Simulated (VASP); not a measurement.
# Si9O19 (a cell with a defect) in VASP: single point with PBE

Aim: the single point of Si9O19 (a cell with a defect) with PBE.

Everything below comes from runs of VASP 6.6.1. Logs are shortened: lines on timing, memory, paths and dates and some standing lists are left out, and cuts for length are marked.

**1. The cell of the first run**

The cell holds a defect, 28 atoms: a = 7.454 Å, b = 7.454 Å, c = 7.454 Å, α = 71.36°, β = 71.36°, γ = 71.36°.

**2. Single point, PBE**

The input, INCAR:

```
  PREC = Accurate
  ENCUT = 520
  EDIFF = 1E-6
  ISMEAR = 0
  SIGMA = 0.01
  LREAL = Auto
  LASPH = T
  NELM = 100
  ALGO = Normal
  ISIF = 2
  LWAVE = F
  LCHARG = F
  GGA = PE
  NBANDS = 95
```

The input, KPOINTS:

```
Automatic mesh
0
Gamma
  2 2 2
  0.5 0.5 0.5
```

The input, POSCAR:

```
Si9O19
1.0
    2.5100214627      4.3474847016     -5.5094746217
    2.5100214628     -4.3474847015     -5.5094746217
   -5.0200429255      0.0000000000     -5.5094746217
Si O
9 19
Direct
    0.7053043071      0.1331061750      0.1748602105
    0.3417646488      0.8347789946      0.8485599834
    0.0069993589      0.4913325432      0.4889582634
    0.8886084823      0.4912025257      0.9123075258
    0.6024906579      0.1322160506      0.6147779612
    0.2768003715      0.7904735021      0.2979918463
    0.7223077276      0.7111768320      0.2285653059
    0.3418872689      0.4189760083      0.8828239067
    0.0482929629      0.0525418473      0.5929438410
    0.6274735582      0.1984222499      0.3788249214
    0.2898316079      0.8673388296      0.0658626011
    0.8702371927      0.5586152902      0.6878074328
    0.1057590014      0.2591109713      0.5407434078
    0.8090000934      0.9001279179      0.1974273139
    0.4271383961      0.6053199426      0.8471872725
    0.8136166037      0.0773011253      0.6633225251
    0.4922679935      0.7345170909      0.3429666659
    0.1105068206      0.4816488625      0.9042490241
    0.8610596559      0.5301415398      0.3507859996
    0.5297859194      0.1240898490      0.0865338717
    0.1416960764      0.9115657535      0.7735122668
    0.7451596983      0.6590263988      0.0242594451
    0.4590111765      0.3126650877      0.7071778589
    0.1328523162      0.9629241604      0.4021626495
    0.8390217711      0.2776043068      0.0200682317
    0.5074383036      0.9458060933      0.7018358407
    0.1839755462      0.6005892707      0.3865257978
    0.3538301702      0.2821411102      0.1067632030
```

Potentials or basis: VASP PAW PBE potentials, release 64 (Si, O).

Started as:

```
$ cat potpaw_PBE.64/Si/POTCAR potpaw_PBE.64/O/POTCAR > POTCAR
$ mpirun -np 1 vasp_std > vasp.out
```

OUTCAR:

```text
PREC = Accurate
   ENCUT = 520
   EDIFF = 1E-6
   ISMEAR = 0
   LREAL = Auto
   LASPH = T
   NELM = 100
   ISIF = 2
   GGA = PE

 ion  position               nearest neighbor table
   1  0.705  0.133  0.175-  10 1.62  25 1.63  14 1.64  20 1.67   7 3.01   5 3.12
   2  0.342  0.835  0.849-  26 1.62  11 1.62  15 1.63  21 1.63   8 3.03   9 3.08   5 3.14
   3  0.007  0.491  0.489-  13 1.62  27 1.62  19 1.63  12 1.63   4 2.99   9 3.05   7 3.05
   4  0.889  0.491  0.912-  18 1.61  12 1.62  22 1.63  25 1.64   3 2.99   7 3.01
   5  0.602  0.132  0.615-  26 1.62  23 1.62  16 1.62  10 1.63   1 3.12   2 3.14   9 3.14
   6  0.277  0.790  0.298-  11 1.62  24 1.62  27 1.63  17 1.64   7 3.08   9 3.13
   7  0.722  0.711  0.229-  19 1.63  17 1.63  22 1.63  14 1.65   1 3.01   4 3.01   3 3.05   6 3.08

   8  0.342  0.419  0.883-  18 1.60  23 1.61  15 1.62  28 1.67  20 2.52   2 3.03
   9  0.048  0.053  0.593-  21 1.62  24 1.62  13 1.62  16 1.62   3 3.05   2 3.08   6 3.13   5 3.14

  10  0.627  0.198  0.379-   1 1.62   5 1.63
  11  0.290  0.867  0.066-   2 1.62   6 1.62
  12  0.870  0.559  0.688-   4 1.62   3 1.63
  13  0.106  0.259  0.541-   3 1.62   9 1.62
  14  0.809  0.900  0.197-   1 1.64   7 1.65
  15  0.427  0.605  0.847-   8 1.62   2 1.63
  16  0.814  0.077  0.663-   5 1.62   9 1.62
  17  0.492  0.735  0.343-   7 1.63   6 1.64
  18  0.111  0.482  0.904-   8 1.60   4 1.61
  19  0.861  0.530  0.351-   7 1.63   3 1.63
  20  0.530  0.124  0.087-  28 1.46   1 1.67   8 2.52
  21  0.142  0.912  0.774-   9 1.62   2 1.63
  22  0.745  0.659  0.024-   4 1.63   7 1.63
  23  0.459  0.313  0.707-   8 1.61   5 1.62
  24  0.133  0.963  0.402-   6 1.62   9 1.62
  25  0.839  0.278  0.020-   1 1.63   4 1.64
  26  0.507  0.946  0.702-   5 1.62   2 1.62
  27  0.184  0.601  0.387-   3 1.62   6 1.63
  28  0.354  0.282  0.107-  20 1.46   8 1.67

  LATTYP: Found a trigonal (rhomboedric) cell.
 ALAT       =     7.4535321547
 COS(alpha) =     0.3195724935

  Lattice vectors:

 A1 = (   2.5100214627,   4.3474847016,  -5.5094746217)
 A2 = (   2.5100214628,  -4.3474847015,  -5.5094746217)
 A3 = (  -5.0200429255,   0.0000000000,  -5.5094746217)

Analysis of symmetry for initial positions (statically):
=====================================================================
 Subroutine PRICEL returns:
 Original cell was already a primitive cell.

 Routine SETGRP: Setting up the symmetry group for a
 trigonal (rhombohedral) supercell.

 Subroutine GETGRP returns: Found  1 space group operations
 (whereof  1 operations were pure point group operations)
 out of a pool of 12 trial point group operations.

The static configuration has the point symmetry C_1 .

Analysis of symmetry for dynamics (positions and initial velocities):
=====================================================================
 Subroutine PRICEL returns:
 Original cell was already a primitive cell.

 Routine SETGRP: Setting up the symmetry group for a
 trigonal (rhombohedral) supercell.

 Subroutine GETGRP returns: Found  1 space group operations
 (whereof  1 operations were pure point group operations)
 out of a pool of 12 trial point group operations.

The dynamic configuration has the point symmetry C_1 .

 Subroutine INISYM returns: Found  1 space group operations
 (whereof  1 operations are pure point group operations),
 and found     1 'primitive' translations

----------------------------------------------------------------------------------------

                                     Primitive cell

  volume of cell :     360.7256

  direct lattice vectors                    reciprocal lattice vectors
     2.510021463  4.347484702 -5.509474622     0.066400495  0.115009030 -0.060501837
     2.510021463 -4.347484701 -5.509474622     0.066400495 -0.115009030 -0.060501837
    -5.020042926  0.000000000 -5.509474622    -0.132800989 -0.000000000 -0.060501837

  length of vectors
     7.453532155  7.453532155  7.453532155     0.145933461  0.145933461  0.145933461

  position of ions in fractional coordinates (direct lattice)
     0.705304307  0.133106175  0.174860211
     0.341764649  0.834778995  0.848559983
     0.006999359  0.491332543  0.488958263
     0.888608482  0.491202526  0.912307526
     0.602490658  0.132216051  0.614777961
     0.276800372  0.790473502  0.297991846
[... 20 lines left out ...]
     0.183975546  0.600589271  0.386525798
     0.353830170  0.282141110  0.106763203

  ion indices of the primitive-cell ions
   primitive index   ion index
                 1           1
                 2           2
                 3           3
                 4           4
                 5           5
                 6           6
[... 20 lines left out ...]
                27          27
                28          28

----------------------------------------------------------------------------------------

 KPOINTS: Automatic mesh

Automatic generation of k-mesh.
 Grid dimensions read from file:
 generate k-points for:    2    2    2

 Generating k-lattice:

  Cartesian coordinates                     Fractional coordinates (reciprocal lattice)
     0.033200247  0.057504515 -0.030250918     0.500000000 -0.000000000  0.000000000
     0.033200247 -0.057504515 -0.030250918    -0.000000000  0.500000000  0.000000000
    -0.066400495 -0.000000000 -0.030250918    -0.000000000  0.000000000  0.500000000

  Length of vectors
     0.072966730  0.072966730  0.072966730

  Shift w.r.t. Gamma in fractional coordinates (k-lattice)
     0.500000000  0.500000000  0.500000000

 Subroutine IBZKPT returns following result:
 ===========================================

 Found      4 irreducible k-points:

 Following reciprocal coordinates:
            Coordinates               Weight
  0.250000  0.250000  0.250000      2.000000
 -0.250000  0.250000  0.250000      2.000000
  0.250000 -0.250000  0.250000      2.000000
  0.250000  0.250000 -0.250000      2.000000
   k-points           NKPTS =      4   k-points in BZ     NKDIM =      4   number of bands    NBANDS=     95
   number of dos      NEDOS =    301   number of ions     NIONS =     28
   total plane-waves  NPLWV = 175616
   dimension x,y,z NGX =    56 NGY =   56 NGZ =   56
   dimension x,y,z NGXF=   112 NGYF=  112 NGZF=  112
   ions per type =               9  19
   NGX,Y,Z   is equivalent  to a cutoff of  12.49, 12.49, 12.49 a.u.
   NGXF,Y,Z  is equivalent  to a cutoff of  24.98, 24.98, 24.98 a.u.
 SYSTEM =  unknown system
   PREC   = accura    normal or accurate (medium, high low for compatibility)
   ISTART =      0    job   : 0-new  1-cont  2-samecut
   ICHARG =      2    charge: 1-file 2-atom 10-const
   ISPIN  =      1    spin polarized calculation?
   LNONCOLLINEAR =      F non collinear calculations
   LSORBIT =      F    spin-orbit coupling
   LASPH  =      T    aspherical Exc in radial PAW
   ENCUT  =  520.0 eV  38.22 Ry    6.18 a.u.  13.86 13.86 13.86*2*pi/ulx,y,z
   NELM   =    100;   NELMIN=  2; NELMDL= -5     # of ELM steps
   EDIFF  = 0.1E-05   stopping-criterion for ELM
   LREAL  =      T    real-space projection
   EDIFFG = 0.1E-04   stopping-criterion for IOM
   NSW    =      0    number of steps for IOM
   IBRION =     -1    ionic relax: 0-MD 1-quasi-New 2-CG
   NFREE  =      0    steps in history (QN), initial steepest desc. (CG)
   ISIF   =      2    stress and relaxation
   ISYM   =      2    0-nonsym 1-usesym 2-fastsym
   POTIM  = 0.5000    time-step for ionic-motion
   TEBEG  =    0.0;   TEEND  =   0.0 temperature during run
   PSTRESS=    0.0 pullay stress
   NELECT =     150.0000    total number of electrons
   NUPDOWN=      -1.0000    fix difference up-down
   EMIN   =  10.00;   EMAX   =-10.00  energy-range for DOS
   EFERMI =   0.00;   METHOD = LEGACY
   ISMEAR =     0;   SIGMA  =   0.01  broadening in eV -4-tet -1-fermi 0-gaus
   EFERMI_NEDOS =   21; number of points for ismear=-14 and -15
   IALGO  =     38    algorithm
   IMIX   =      4    mixing-type and parameters
     AMIX     =   0.40;   BMIX     =  1.00
     AMIX_MAG =   1.60;   BMIX_MAG =  1.00
  volume/ion in A,a.u.               =      12.88        86.94
  Fermi-wavevector in a.u.,A,eV,Ry     =   1.221930  2.309113 20.315030  1.493113
  Thomas-Fermi vector in A             =   2.357095
   LORBIT       =      0    0 simple, 1 ext, 2 COOP (PROOUT), +10 PAW based schemes
   GGA     = PE    functional components
   LHFCALC =     F    Hartree Fock is set to
   AEXX    =    0.0000 exact exchange contribution
   IVDW    =     0    specifies the selected vdW correction
   LEPSILON=     F    determine dielectric tensor
   LRPA    =     F    only Hartree local field effects (RPA)
 non-spin polarized calculation
 Gauss-broadening in eV      SIGMA  =   0.01
  energy-cutoff  :      520.00
  volume of cell :      360.73
 maximum number of plane-waves:      9718
   NGX = 27   NGY = 27   NGZ = 27

 number of electron     149.9999996 magnetization

 Free energy of the ion-electron system (eV)
  ---------------------------------------------------
  ext. energy  EPLUGINS =         0.00000000
  ---------------------------------------------------
  free energy    TOTEN  =      -216.20205995 eV

  energy without entropy =     -216.20205995  energy(sigma->0) =     -216.20205995

 E-fermi :   1.7056     XC(G=0):  -9.0799

 val. band max:        1.5876625790   @ k =   0.2500   0.2500  -0.2500
 cond. band min:       6.2781946525   @ k =  -0.2500   0.2500   0.2500
 fundamental gap:      4.6905320735
 Fermi energy:         1.7055839358

 k-point     1 :       0.2500    0.2500    0.2500
  band No.  band energies     occupation
      1     -19.7870      2.00000
      2     -18.2797      2.00000
      3     -17.9372      2.00000
      4     -17.7935      2.00000
      5     -17.6982      2.00000
      6     -17.4923      2.00000
[... 79 lines left out ...]
     86      10.2814      0.00000
     87      10.4189      0.00000

 k-point     2 :      -0.2500    0.2500    0.2500
  band No.  band energies     occupation
      1     -19.7853      2.00000
      2     -18.1986      2.00000
      3     -18.0271      2.00000
      4     -17.9113      2.00000
      5     -17.7046      2.00000
      6     -17.4695      2.00000
[... 79 lines left out ...]
     86      10.4023      0.00000
     87      10.5119      0.00000

 k-point     3 :       0.2500   -0.2500    0.2500
  band No.  band energies     occupation
      1     -19.7849      2.00000
      2     -18.2323      2.00000
      3     -18.0184      2.00000
      4     -17.8709      2.00000
      5     -17.6372      2.00000
      6     -17.5550      2.00000
[... 79 lines left out ...]
     86      10.3512      0.00000
     87      10.4885      0.00000

 k-point     4 :       0.2500    0.2500   -0.2500
  band No.  band energies     occupation
      1     -19.7859      2.00000
      2     -18.1892      2.00000
      3     -18.0348      2.00000
      4     -17.8936      2.00000
      5     -17.7152      2.00000
      6     -17.4859      2.00000
[... 79 lines left out ...]
     86      10.3133      0.00000
     87      10.4387      0.00000
 [bands above 87 left out]

------------------------ aborting loop because EDIFF is reached ----------------------------------------

  FORCE on cell =-STRESS in cart. coord.  units (eV):
  Direction    XX          YY          ZZ          XY          YZ          ZX
  --------------------------------------------------------------------------------------
  -------------------------------------------------------------------------------------
  Total        2.1419431      7.7131079      1.3941929     -2.4810473     -0.3821503      1.8318311
  in kB        9.5135274     34.2580827      6.1923644    -11.0196727     -1.6973361      8.1361524
  external PRESSURE =      16.6546582 kB  Pullay stress =       0.0000000 kB

 VOLUME and BASIS-vectors are now :
 -----------------------------------------------------------------------------
  energy-cutoff  :      520.00
  volume of cell :      360.73
      direct lattice vectors                 reciprocal lattice vectors
     2.510021463  4.347484702 -5.509474622     0.066400495  0.115009030 -0.060501837
     2.510021463 -4.347484701 -5.509474622     0.066400495 -0.115009030 -0.060501837
    -5.020042926  0.000000000 -5.509474622    -0.132800989 -0.000000000 -0.060501837

 POSITION                                       TOTAL-FORCE (eV/Angst)
 -----------------------------------------------------------------------------------
      1.22662      2.48762     -5.58259         0.027774      0.013019     -0.037234
     -1.30666     -2.14337    -11.15726         0.005885      0.003010     -0.020886
     -1.20377     -2.10563     -5.43945         0.020818      0.018845      0.007511
     -1.11647      1.72772    -12.62837         0.001924     -0.005400      0.000804
     -1.24208      2.04451     -7.43495         0.007411     -0.009435     -0.005390
      1.18295     -2.23319     -7.52190         0.002744     -0.006540     -0.000754
[... 20 lines left out ...]
      0.02890     -1.81122     -6.45209         0.004905     -0.010903     -0.006738
      1.06035      0.31167     -4.09208        -0.063197     -0.159934     -0.001970
 -----------------------------------------------------------------------------------
    total drift:                               -0.025480      0.003800      0.000169

  FREE ENERGIE OF THE ION-ELECTRON SYSTEM (eV)
  ---------------------------------------------------
  free  energy   TOTEN  =      -216.2020599505 eV

  energy  without entropy=     -216.2020599505  energy(sigma->0) =     -216.20205995
```

It took 4.8 min on 1 thread of Intel Xeon 6975P-C, shared host; peak memory 0.43 GiB.

Results:

```
Free energy            : -216.2021 eV
Pressure               : 1.7 GPa
Largest force          : 0.172 eV/Å
Band gap on the k mesh : 4.69 eV
```

Forces in eV/Å, atoms in the order of the input:
```
Si   0.028  0.013 -0.037
Si   0.006  0.003 -0.021
Si   0.021  0.019  0.008
Si   0.002 -0.005  0.001
Si   0.007 -0.009 -0.005
Si   0.003 -0.007 -0.001
Si  -0.010 -0.004  0.002
Si   0.040 -0.020  0.018
Si  -0.008 -0.003  0.008
O   -0.009  0.007 -0.007
O    0.004  0.013  0.005
O    0.008 -0.005  0.006
O   -0.007 -0.002 -0.002
O   -0.008  0.016  0.003
O   -0.008  0.002  0.000
O    0.010 -0.003  0.001
O    0.000 -0.009  0.002
O    0.001  0.003  0.007
O    0.003  0.006  0.000
O    0.006  0.163  0.030
O   -0.001  0.009 -0.002
O   -0.007 -0.008  0.003
O   -0.011  0.005  0.000
O   -0.011  0.007 -0.003
O    0.001 -0.006 -0.004
O   -0.003 -0.013 -0.001
O    0.005 -0.011 -0.007
O   -0.063 -0.160 -0.002
```

Levels at points of the mesh, in eV from the valence-band top:
```
           k point  band 73  band 74  band 75  band 76  band 77  band 78
(0.25, 0.25, 0.25)    -0.84    -0.52    -0.01     4.75     5.54     7.40
```
